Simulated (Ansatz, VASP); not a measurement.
**One calculation of W, two programs**

```xyz
8
Lattice="5.0623 0.0000 0.0000 0.0000 5.0623 0.0000 0.0000 0.0000 5.0623" Properties=species:S:1:pos:R:3 pbc="T T T"
W     1.2656    0.0000    2.5311
W     3.7967    0.0000    2.5311
W     0.0000    2.5311    1.2656
W     0.0000    2.5311    3.7967
W     2.5311    3.7967    0.0000
W     2.5311    1.2656    0.0000
W     0.0000    0.0000    0.0000
W     2.5311    2.5311    2.5311
```

Alike in both runs: task single point; functional PBE; k mesh 4 × 4 × 4; occupations gaussian, width 0.1 eV; no spin polarisation.

```csv
,VASP,Ansatz
version,VASP 6.6.1,Ansatz 0.2.0
potentials or method,"VASP PAW PBE potentials, release 64 (W_sv), cutoff 520 eV","scalar-relativistic, plane waves, PAW"
valence electrons in the cell,112,112
```

VASP gave:

| Quantity | Value |
| --- | --- |
| gap on the k mesh at the Fermi level (eV) | none |
| pressure (GPa) | 3.2 |

Question: Estimate Ansatz's values.

Answer: gap on the k mesh at the Fermi level (eV): none; pressure (GPa): 2.6.

A gap of «none» marks a metal or a gap that the smearing closes. With one functional, cell and mesh, what is left measures potentials, basis and numerics.

Neither program's run includes spin-orbit coupling.
